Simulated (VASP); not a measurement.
A run of VASP 6.6.1:

INCAR

```
SYSTEM = Li2ZnO2
PREC = Accurate
ENCUT = 600
EDIFF = 1E-7
ISMEAR = 0
SIGMA = 0.1
LREAL = .FALSE.
LASPH = .TRUE.
NELM = 60
ALGO = Normal
ISIF = 3
LWAVE = .FALSE.
LCHARG = .FALSE.
GGA = PE
IBRION = 2
NSW = 90
EDIFFG = -0.04
```

The input KPOINTS:

```
Automatic mesh
0
G
  4 4 6
  0 0 0
```

File POSCAR:

```
Li2ZnO2
1.0
    6.1517773400      0.0000000000      0.0000000000
    0.0000000000      6.1517773400      0.0000000000
    0.0000000000      0.0000000000      3.5163638000
Li Zn O
4 2 4
Direct
    0.6812019900      0.1812019900      0.5000000000
    0.3187980100      0.8187980100      0.5000000000
    0.1812019900      0.3187980100      0.5000000000
    0.8187980100      0.6812019900      0.5000000000
    0.5000000000      0.5000000000      0.0000000000
    0.0000000000      0.0000000000      0.0000000000
    0.1142020100      0.6142020100      0.0000000000
    0.8857979900      0.3857979900      0.0000000000
    0.6142020100      0.8857979900      0.0000000000
    0.3857979900      0.1142020100      0.0000000000
```

Potentials or basis: VASP PAW PBE potentials, release 64 (Li_sv, Zn, O).

Command:

```sh
$ cat potpaw_PBE.64/Li_sv/POTCAR potpaw_PBE.64/Zn/POTCAR potpaw_PBE.64/O/POTCAR > POTCAR
$ mpirun -np 1 vasp_std > vasp.out
```

Hardware: 1 thread of AMD EPYC 9R14 (Zen 4), on a shared host.

Problem. How long does it take, and how much memory?

Solution. Run time: 25 min on 1 thread of AMD EPYC 9R14 (Zen 4), on a shared host, peak memory 0.31 GiB. Counts: scf iterations 218, k points 24, ion steps 20.
